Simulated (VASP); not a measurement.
Crystal: MnSe.

```
Mn Se
1.0
     0.00000    2.91000    2.91000
     2.91000    0.00000    2.91000
     2.91000    2.91000    0.00000
Mn Se
1 1
Cartesian
  0.0000 0.0000 0.0000
  4.3650 4.3650 4.3650
```

Base run:

* Program: VASP 6.6.1
* Functional: PBEsol
* Potentials or basis: VASP PAW PBE potentials, release 64 (Mn_pv, Se)
* Cutoff: 520 eV
* k mesh: 10 × 10 × 10
* Occupations: gaussian, width 0.05 eV
* Spin: collinear spin, ferromagnetic start
* Starting moments: [5.0, 0.0] μB

Its results: pressure 0.1 GPa; net moment 4.91 μB per cell; site moments Mn +4.31; Se +0.09 μB.

Question: The run is repeated on the same cell with these changes: moments at the start from [5.0, 0.0] to [0.5, 0.0]. What comes out?

Answer: Pressure -18.2 GPa; net moment 0.02 μB per cell; site moments Mn +0.03; Se -0.00 μB.

Caveats: the PAW data sets were made with another functional, which shifts forces and pressure a little; a cell with one magnetic atom can't hold antiferromagnetic order, which such compounds often take (some runs).
